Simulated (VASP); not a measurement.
# TiN (Osbornite): single point with PBE

TiN (Osbornite):

```
Ti N
1.0
     0.00000    2.10451    2.10451
     2.10451    0.00000    2.10451
     2.10451    2.10451    0.00000
Ti N
1 1
Direct
  0.00000 0.00000 0.00000
  0.50000 0.50000 0.50000
```

| Property | Result |
| --- | --- |
| Program | VASP 6.6.1 |
| Task | single point |
| Functional | PBE |
| Potentials or basis | VASP PAW PBE potentials, release 64 (Ti_sv, N) |
| Cutoff | 520 eV |
| k mesh | 12 × 12 × 12 |
| Occupations | fermi-dirac, width 0.1 eV |
| Spin | no spin polarisation |
| Dipole correction | no |
| Further INCAR settings | ALGO = Normal; EDIFF = 1e-07; NBANDS = 16 |

- Pressure: 8.5 GPa

Levels at points of the mesh, in eV from the Fermi level:
| k point | band 5 | band 6 | band 7 | band 8 | band 9 | band 10 | band 11 | band 12 | band 13 | band 14 |
| --- | --- | --- | --- | --- | --- | --- | --- | --- | --- | --- |
| (0.00, 0.00, 0.00) | -17.22 | -2.05 | -2.05 | -2.05 | -0.61 | -0.61 | -0.61 | 0.63 | 0.63 | 5.70 |
| (0.50, 0.00, 0.00) | -14.66 | -8.20 | -5.58 | -5.58 | 1.77 | 1.77 | 2.47 | 5.94 | 5.94 | 6.21 |
| (0.50, 0.50, 0.00) | -15.80 | -5.86 | -3.24 | -3.24 | -3.14 | 1.72 | 2.50 | 2.50 | 3.80 | 10.96 |

Run time: 12 s on 1 thread of Intel(R) Xeon(R) 6975P-C (Granite Rapids) (shared host), peak memory 0.15 GiB.
